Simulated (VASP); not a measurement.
Wanted: the native input for a VASP 6.6.1 run.

```
Task                   : single point
Functional             : PBE
Potentials or basis    : VASP PAW PBE potentials, release 64 (V_sv)
Cutoff                 : 520 eV
k mesh                 : 9 × 9 × 9
Occupations            : fermi-dirac, width 0.05 eV
Spin                   : collinear spin, ferromagnetic start
Starting moments       : [2.0] μB
Dipole correction      : no
Further INCAR settings : ALGO = Normal; EDIFF = 1e-07; NBANDS = 16
```

The structure of V lies in POSCAR:

```
V
1.0
   -1.5294935000      1.5294935000      1.5143500000
    1.5294935000     -1.5294935000      1.5143500000
    1.5294935000      1.5294935000     -1.5143500000
V
1
Direct
    0.0000000000      0.0000000000      0.0000000000
```

These files were run (other wordings do the same):

INCAR

```
  ALGO = Normal
  EDIFF = 1E-7
  ENCUT = 520
  GGA = PE
  ISIF = 2
  ISMEAR = -1
  ISPIN = 2
  LASPH = T
  LCHARG = T
  LELF = T
  LMAXMIX = 4
  LORBIT = 11
  LREAL = F
  LVHAR = T
  LWAVE = F
  MAGMOM = 2
  NBANDS = 16
  NELM = 150
  PREC = Accurate
  SIGMA = 0.05
```

KPOINTS

```
k-points
0
Gamma
  9 9 9
```

Potentials or basis: VASP PAW PBE potentials, release 64 (V_sv).

Launch:

```sh
$ cat potpaw_PBE.64/V_sv/POTCAR > POTCAR
$ mpirun -np 1 vasp_std > vasp.out
```

It gave:

```yaml
Pressure: -8.3 GPa
Net_moment: 0.15 μB per cell
Site_moments: V +0.12 μB
Valence_electrons_inside_the_program's_atomic_spheres: V 11.57
```

Wall time 31 s on 1 thread of Intel Xeon 6975P-C (shared host), peak memory 0.15 GiB.
